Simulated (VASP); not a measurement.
A run of VASP 6.6.1 is set up as follows.

File INCAR:

```
SYSTEM = PbS
PREC = Accurate ; ENCUT = 500
EDIFF = 1E-6 ; ISMEAR = -1
SIGMA = 0.1 ; LREAL = .False.
LASPH = .True. ; NELM = 120
ALGO = Normal ; ISIF = 2
LWAVE = .False. ; LCHARG = .False.
GGA = PE ; NBANDS = 17
GGA_COMPAT = .False.
```

Contents of KPOINTS:

```
Automatic mesh
0
Gamma
  6 6 6
  0 0 0
```

POSCAR

```
PbS
1.0
    0.0000000000      2.6620681818      2.6620681818
    2.6620681818      0.0000000000      2.6620681818
    2.6620681818      2.6620681818      0.0000000000
Pb S
1 1
Direct
    0.0000000000      0.0000000000      0.0000000000
    0.5000000000      0.5000000000      0.5000000000
```

Potentials or basis: VASP PAW PBE potentials, release 64 (Pb_d, S).

Launch:

```sh
$ cat potpaw_PBE.64/Pb_d/POTCAR potpaw_PBE.64/S/POTCAR > POTCAR
$ mpirun -np 1 vasp_std > vasp.out
```

(1) What does it give for the band gap on the k mesh?

(2) What does it give for the pressure?

Results:

(1) 1.44 eV (least direct gap 1.48 eV).

(2) 39.9 GPa.

Caveat: the cell stands under pressure; spin-orbit coupling is left out, which moves the levels of the heavy elements.
